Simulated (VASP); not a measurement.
Here is a VASP 6.6.1 calculation.

Contents of INCAR:

```
PREC = Accurate ; ENCUT = 520
EDIFF = 1E-6 ; ISMEAR = 0
SIGMA = 0.1 ; LREAL = False
LASPH = True ; NELM = 60
ALGO = Normal ; ISIF = 2
LWAVE = False ; LCHARG = False
GGA = PE ; NBANDS = 26
```

The input KPOINTS:

```
Automatic mesh
0
Gamma
  4 4 4
```

The input POSCAR:

```
C
1.0
   -1.2332418407      0.0000000000     -4.3088667325
    2.4664836814      4.2720700804      0.0000000000
    2.4664836814     -4.2720700804      0.0000000000
C
8
Direct
    0.0000000000      0.3333355555      0.6666644445
    0.0000000000      0.8333355555      0.6666644445
    0.0000000000      0.3333355555      0.1666644445
    0.0000000000      0.8333355555      0.1666644445
    0.0000000000      0.1666644445      0.8333355555
    0.0000000000      0.6666644445      0.8333355555
    0.0000000000      0.1666644445      0.3333355555
    0.0000000000      0.6666644445      0.3333355555
```

Potentials or basis: VASP PAW PBE potentials, release 64 (C).

Command:

```console
$ cat potpaw_PBE.64/C/POTCAR > POTCAR
$ mpirun -np 1 vasp_std > vasp.out
```

(1) What does it give for the pressure?

(2) What does it give for the band gap on the k mesh?

Results:

(1) 0.4 GPa.

(2) 1.85 eV.

Caveat: this functional lacks dispersion, which binds the layers, so the pressure and a relaxed spacing across them are unreliable.
